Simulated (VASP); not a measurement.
# Al16C (a cell with a defect) in VASP: single point with PBE

Aim: the single point of Al16C (a cell with a defect) with PBE.

Program: VASP 6.6.1. These are calculated values, not measurements. Logs are shortened: lines on timing, memory, paths and dates and some standing lists are left out, and cuts for length are marked.

### Step 1. The cell of the first run

The cell holds a defect, 17 atoms: a = 6.996 Å, b = 6.996 Å, c = 6.996 Å, α = 109.47°, β = 109.47°, γ = 109.47°.

### Step 2. Single point, PBE

INCAR reads:

```
SYSTEM = Al16C
PREC     = Accurate       ! precision mode
ENCUT    = 520            ! plane-wave cutoff, eV
EDIFF    = 1E-6           ! SCF threshold, eV
ISMEAR   = 1              ! smearing method
SIGMA    = 0.1            ! smearing width, eV
LREAL    = Auto         
LASPH    = .True.         ! aspherical terms in the spheres
NELM     = 60             ! most SCF steps
ALGO     = Normal         ! electronic algorithm
ISIF     = 2              ! what is computed and relaxed
LWAVE    = .False.        ! write WAVECAR
LCHARG   = .True.         ! write CHGCAR
GGA      = PE             ! functional
LELF     = .True.         ! ELF
LVHAR    = .True.       
NBANDS   = 40             ! bands
```

KPOINTS reads:

```
Automatic mesh
0
Gamma
  3 3 3
  0 0 0
```

POSCAR reads:

```
Al16C
1.0
   -4.0389296000      4.0389296000      4.0389296000
    4.0389296000     -4.0389296000      4.0389296000
    4.0389296000      4.0389296000     -4.0389296000
Al C
16 1
Direct
    0.0235302443      0.0169639005      0.0170045054
    0.0045500917      0.2476199387      0.7420953809
   -0.0004815632      0.4861619772      0.4862090193
    0.0045207522      0.7420227131      0.2476885212
    0.2549929318     -0.0024485448      0.7418277357
    0.2439282428      0.2369182171      0.4926530534
    0.2439104163      0.4925802619      0.2369694683
    0.2549994929      0.7417602674     -0.0023616406
    0.4935254380     -0.0079014747      0.4866536916
    0.4992374712      0.2360798762      0.2361345937
    0.4935308850      0.4865692633     -0.0078722590
    0.4763029294      0.7420916671      0.7421810472
    0.7492472758     -0.0027140854      0.2484148275
    0.7492423240      0.2483778128     -0.0026760803
    0.7490326150      0.4688901980      0.7406159048
    0.7488663581      0.7406145430      0.4688580113
    0.7508722113      0.7439514420      0.7439786769
```

Potentials or basis: VASP PAW PBE potentials, release 64 (Al, C).

On the command line:

```sh
$ cat potpaw_PBE.64/Al/POTCAR potpaw_PBE.64/C/POTCAR > POTCAR
$ mpirun -np 1 vasp_std > vasp.out
```

OUTCAR:

```text
SYSTEM = Al16C
   PREC = Accurate
   ENCUT = 520
   EDIFF = 1E-6
   ISMEAR = 1
   LREAL = Auto
   LASPH = .True.
   NELM = 60
   ISIF = 2
   GGA = PE

 ion  position               nearest neighbor table
   1  0.024  0.017  0.017-  17 1.91   7 2.72   6 2.72  10 2.72   2 2.89   4 2.89  13 2.89  14 2.89
                             5 2.90   8 2.90  12 3.13  15 3.13  16 3.13
   2  0.005  0.248  0.742-  15 2.73   6 2.79  11 2.79  13 2.82   8 2.82   3 2.82   7 2.83   5 2.86
                             1 2.89  16 2.90  14 2.92   9 2.92
   3  1.000  0.486  0.486-  12 2.73  13 2.79  14 2.79   7 2.82   6 2.82   4 2.82   2 2.82  10 2.86
                            15 2.89  16 2.89   5 2.92   8 2.92
   4  0.005  0.742  0.248-  16 2.73   7 2.79   9 2.79  14 2.82   5 2.82   3 2.82   6 2.83   8 2.86
                             1 2.89  15 2.90  13 2.92  11 2.92
   5  0.255  0.998  0.742-  12 2.73   6 2.79  11 2.79   9 2.82   4 2.82  14 2.82  10 2.82   2 2.86
                            16 2.89   1 2.90   3 2.92   8 2.92
   6  0.244  0.237  0.493-   1 2.72   5 2.79   2 2.79   3 2.82   9 2.82  13 2.83   4 2.83  11 2.85
                            15 2.89  12 2.89   7 2.92  10 2.92
   7  0.244  0.493  0.237-   1 2.72   8 2.79   4 2.79   3 2.82  11 2.82  14 2.83   2 2.83   9 2.85
                            16 2.89  12 2.89   6 2.92  10 2.92
   8  0.255  0.742  0.998-  12 2.73   7 2.79   9 2.79  11 2.82   2 2.82  13 2.82  10 2.82   4 2.86
                            15 2.89   1 2.90   3 2.92   5 2.92
   9  0.494  0.992  0.487-  15 2.73   4 2.79   8 2.79   5 2.82  13 2.82   6 2.82  10 2.83   7 2.85
                            12 2.89  16 2.90  14 2.92   2 2.92
  10  0.499  0.236  0.236-   1 2.72  13 2.79  14 2.79   5 2.82   8 2.82  11 2.83   9 2.83   3 2.86
                            15 2.88  16 2.88   7 2.92   6 2.92
  11  0.494  0.487  0.992-  16 2.73   2 2.79   5 2.79   8 2.82  14 2.82   7 2.82  10 2.83   6 2.85
                            12 2.89  15 2.90  13 2.92   4 2.92
  12  0.476  0.742  0.742-  17 1.91   8 2.73   5 2.73   3 2.73   6 2.89   7 2.89  11 2.89   9 2.89
                            13 2.89  14 2.89  16 3.12  15 3.12   1 3.13
  13  0.749  0.997  0.248-  16 2.73  10 2.79   3 2.79   2 2.82   9 2.82   8 2.82   6 2.83  14 2.87
                             1 2.89  12 2.89   4 2.92  11 2.92
  14  0.749  0.248  0.997-  15 2.73  10 2.79   3 2.79   4 2.82  11 2.82   5 2.82   7 2.83  13 2.87
                             1 2.89  12 2.89   2 2.92   9 2.92
  15  0.749  0.469  0.741-  17 1.91   2 2.73   9 2.73  14 2.73  10 2.88   3 2.89   6 2.89   8 2.89
                            11 2.90   4 2.90  16 3.10  12 3.12   1 3.13
  16  0.749  0.741  0.469-  17 1.91  11 2.73   4 2.73  13 2.73  10 2.88   7 2.89   3 2.89   5 2.89
                             9 2.90   2 2.90  15 3.10  12 3.12   1 3.13
  17  0.751  0.744  0.744-   1 1.91  15 1.91  16 1.91  12 1.91

  LATTYP: Found a body centered cubic cell.
 ALAT       =     8.0778592000

  Lattice vectors:

 A1 = (  -4.0389296000,   4.0389296000,   4.0389296000)
 A2 = (   4.0389296000,  -4.0389296000,   4.0389296000)
 A3 = (   4.0389296000,   4.0389296000,  -4.0389296000)

Analysis of symmetry for initial positions (statically):
=====================================================================
 Subroutine PRICEL returns:
 Original cell was already a primitive cell.

 Routine SETGRP: Setting up the symmetry group for a
 body centered cubic supercell.

 Subroutine GETGRP returns: Found  1 space group operations
 (whereof  1 operations were pure point group operations)
 out of a pool of 48 trial point group operations.

The static configuration has the point symmetry C_1 .

Analysis of symmetry for dynamics (positions and initial velocities):
=====================================================================
 Subroutine PRICEL returns:
 Original cell was already a primitive cell.

 Routine SETGRP: Setting up the symmetry group for a
 body centered cubic supercell.

 Subroutine GETGRP returns: Found  1 space group operations
 (whereof  1 operations were pure point group operations)
 out of a pool of 48 trial point group operations.

The dynamic configuration has the point symmetry C_1 .

 Subroutine INISYM returns: Found  1 space group operations
 (whereof  1 operations are pure point group operations),
 and found     1 'primitive' translations

----------------------------------------------------------------------------------------

                                     Primitive cell

  volume of cell :     263.5475

  direct lattice vectors                    reciprocal lattice vectors
    -4.038929600  4.038929600  4.038929600     0.000000000  0.123795176  0.123795176
     4.038929600 -4.038929600  4.038929600     0.123795176  0.000000000  0.123795176
     4.038929600  4.038929600 -4.038929600     0.123795176  0.123795176  0.000000000

  length of vectors
[... 64 lines left out ...]

 Found     14 irreducible k-points:

 Following reciprocal coordinates:
            Coordinates               Weight
  0.000000  0.000000  0.000000      1.000000
  0.333333  0.000000  0.000000      2.000000
  0.000000  0.333333  0.000000      2.000000
  0.000000  0.000000  0.333333      2.000000
  0.333333  0.000000 -0.333333      2.000000
  0.333333 -0.333333  0.000000      2.000000
  0.000000  0.333333 -0.333333      2.000000
  0.333333  0.333333  0.000000      2.000000
  0.000000  0.333333  0.333333      2.000000
  0.333333  0.000000  0.333333      2.000000
 -0.333333 -0.333333 -0.333333      2.000000
 -0.333333  0.333333  0.333333      2.000000
  0.333333 -0.333333  0.333333      2.000000
  0.333333  0.333333 -0.333333      2.000000
   k-points           NKPTS =     14   k-points in BZ     NKDIM =     14   number of bands    NBANDS=     40
   number of dos      NEDOS =    301   number of ions     NIONS =     17
   total plane-waves  NPLWV = 157464
   dimension x,y,z NGX =    54 NGY =   54 NGZ =   54
   dimension x,y,z NGXF=   108 NGYF=  108 NGZF=  108
   ions per type =              16   1
   NGX,Y,Z   is equivalent  to a cutoff of  12.83, 12.83, 12.83 a.u.
   NGXF,Y,Z  is equivalent  to a cutoff of  25.67, 25.67, 25.67 a.u.
 SYSTEM =  Al16C
   PREC   = accura    normal or accurate (medium, high low for compatibility)
   ISTART =      0    job   : 0-new  1-cont  2-samecut
   ICHARG =      2    charge: 1-file 2-atom 10-const
   ISPIN  =      1    spin polarized calculation?
   LNONCOLLINEAR =      F non collinear calculations
   LSORBIT =      F    spin-orbit coupling
   LASPH  =      T    aspherical Exc in radial PAW
   ENCUT  =  520.0 eV  38.22 Ry    6.18 a.u.  13.01 13.01 13.01*2*pi/ulx,y,z
   NELM   =     60;   NELMIN=  2; NELMDL= -5     # of ELM steps
   EDIFF  = 0.1E-05   stopping-criterion for ELM
   LREAL  =      T    real-space projection
   EDIFFG = 0.1E-04   stopping-criterion for IOM
   NSW    =      0    number of steps for IOM
   IBRION =     -1    ionic relax: 0-MD 1-quasi-New 2-CG
   NFREE  =      0    steps in history (QN), initial steepest desc. (CG)
   ISIF   =      2    stress and relaxation
   ISYM   =      2    0-nonsym 1-usesym 2-fastsym
   POTIM  = 0.5000    time-step for ionic-motion
   TEBEG  =    0.0;   TEEND  =   0.0 temperature during run
   PSTRESS=    0.0 pullay stress
   NELECT =      52.0000    total number of electrons
   NUPDOWN=      -1.0000    fix difference up-down
   EMIN   =  10.00;   EMAX   =-10.00  energy-range for DOS
   EFERMI =   0.00;   METHOD = LEGACY
   ISMEAR =     1;   SIGMA  =   0.10  broadening in eV -4-tet -1-fermi 0-gaus
   EFERMI_NEDOS =   21; number of points for ismear=-14 and -15
   IALGO  =     38    algorithm
   IMIX   =      4    mixing-type and parameters
     AMIX     =   0.40;   BMIX     =  1.00
     AMIX_MAG =   1.60;   BMIX_MAG =  1.00
  volume/ion in A,a.u.               =      15.50       104.62
  Fermi-wavevector in a.u.,A,eV,Ry     =   0.953066  1.801034 12.358646  0.908335
  Thomas-Fermi vector in A             =   2.081687
   LORBIT       =      0    0 simple, 1 ext, 2 COOP (PROOUT), +10 PAW based schemes
   GGA     = PE    functional components
   LHFCALC =     F    Hartree Fock is set to
   AEXX    =    0.0000 exact exchange contribution
   IVDW    =     0    specifies the selected vdW correction
   LEPSILON=     F    determine dielectric tensor
   LRPA    =     F    only Hartree local field effects (RPA)
 non-spin polarized calculation
 Methfessel and Paxton  Order N= 1 SIGMA  =   0.10
  energy-cutoff  :      520.00
  volume of cell :      263.55
 maximum number of plane-waves:      7135
 NGX is ok and might be reduce to    54
   NGX = 25   NGY = 25   NGZ = 25

 number of electron      52.0000000 magnetization

 Free energy of the ion-electron system (eV)
  ---------------------------------------------------
  ext. energy  EPLUGINS =         0.00000000
  ---------------------------------------------------
  free energy    TOTEN  =       -67.63708219 eV

  energy without entropy =      -67.63032274  energy(sigma->0) =      -67.63482904

 E-fermi :   8.1955     XC(G=0): -10.3294

 val. band max:        8.1681463192   @ k =   0.3333  -0.3333   0.3333
 cond. band min:       8.4726749153   @ k =   0.3333  -0.3333   0.0000
 fundamental gap:      0.3045285961
 Fermi energy:         8.1955409219

 k-point     1 :       0.0000    0.0000    0.0000
  band No.  band energies     occupation
      1      -4.0985      2.00000
      2      -1.9745      2.00000
      3       1.0977      2.00000
      4       1.1062      2.00000
      5       1.1139      2.00000
      6       1.3062      2.00000
[... 563 lines left out ...]
     37      11.1495      0.00000
     38      11.1936      0.00000
 [bands above 38 left out]

------------------------ aborting loop because EDIFF is reached ----------------------------------------

  FORCE on cell =-STRESS in cart. coord.  units (eV):
  Direction    XX          YY          ZZ          XY          YZ          ZX
  --------------------------------------------------------------------------------------
  -------------------------------------------------------------------------------------
  Total        7.4455489      7.3678367      7.3649776      0.0358684      0.0374492      0.0364390
  in kB       45.2635345     44.7911007     44.7737194      0.2180540      0.2276641      0.2215229
  external PRESSURE =      44.9427849 kB  Pullay stress =       0.0000000 kB

 VOLUME and BASIS-vectors are now :
 -----------------------------------------------------------------------------
  energy-cutoff  :      520.00
  volume of cell :      263.55
      direct lattice vectors                 reciprocal lattice vectors
    -4.038929600  4.038929600  4.038929600     0.000000000  0.123795176  0.123795176
     4.038929600 -4.038929600  4.038929600     0.123795176  0.000000000  0.123795176
     4.038929600  4.038929600 -4.038929600     0.123795176  0.123795176  0.000000000

 POSITION                                       TOTAL-FORCE (eV/Angst)
 -----------------------------------------------------------------------------------
      0.04216      0.09520      0.09487        -0.003821      0.009129      0.007976
      3.97901      2.01553     -1.97877         0.000501      0.001933      0.002279
     -0.10965      4.03717      4.03679         0.004469     -0.003349     -0.002851
      3.97911     -1.97832      2.01484         0.001029      0.001905      0.002273
      5.99533     -0.00295      2.06275         0.001808      0.006981     -0.007086
      1.96148      2.01810     -0.04769        -0.004741      0.005533     -0.008633
[... 9 lines left out ...]
      1.86036      1.92701      4.12222         0.001595     -0.011545      0.014414
      2.97692      3.03283      3.03261        -0.002215     -0.009386     -0.008500
 -----------------------------------------------------------------------------------
    total drift:                                0.006704     -0.003319     -0.003369

  FREE ENERGIE OF THE ION-ELECTRON SYSTEM (eV)
  ---------------------------------------------------
  free  energy   TOTEN  =       -67.6370821905 eV

  energy  without entropy=      -67.6303227408  energy(sigma->0) =      -67.63482904
```

It took 3.9 min on 1 thread of Intel Xeon 6975P-C (Granite Rapids), shared host; peak memory 0.41 GiB.

What came out:

* Free energy: -67.6371 eV
* Pressure: 4.5 GPa
* Largest force: 0.022 eV/Å
* Band gap on the k mesh: zero (bands 26 and 27 overlap by 1.15 eV)

Forces in eV/Å, atoms in the order of the input:
```
Al  -0.004  0.009  0.008
Al   0.001  0.002  0.002
Al   0.004 -0.003 -0.003
Al   0.001  0.002  0.002
Al   0.002  0.007 -0.007
Al  -0.005  0.006 -0.009
Al  -0.004 -0.008  0.006
Al   0.002 -0.007  0.008
Al  -0.003 -0.001  0.002
Al  -0.006  0.004  0.005
Al  -0.003  0.002  0.000
Al   0.006 -0.004 -0.003
Al   0.003 -0.004  0.002
Al   0.003  0.001 -0.003
Al   0.003  0.015 -0.016
Al   0.002 -0.012  0.014
C   -0.002 -0.009 -0.009
```

Levels at points of the mesh, in eV from the Fermi level:
| k point | band 23 | band 24 | band 25 | band 26 | band 27 | band 28 |
| --- | --- | --- | --- | --- | --- | --- |
| (0.00, 0.00, 0.00) | -0.38 | 1.04 | 1.04 | 1.05 | 1.05 | 1.05 |

Caveat: the k points lie up to 0.37 Å⁻¹ apart, too coarse for converged energies and pressures of a metal.
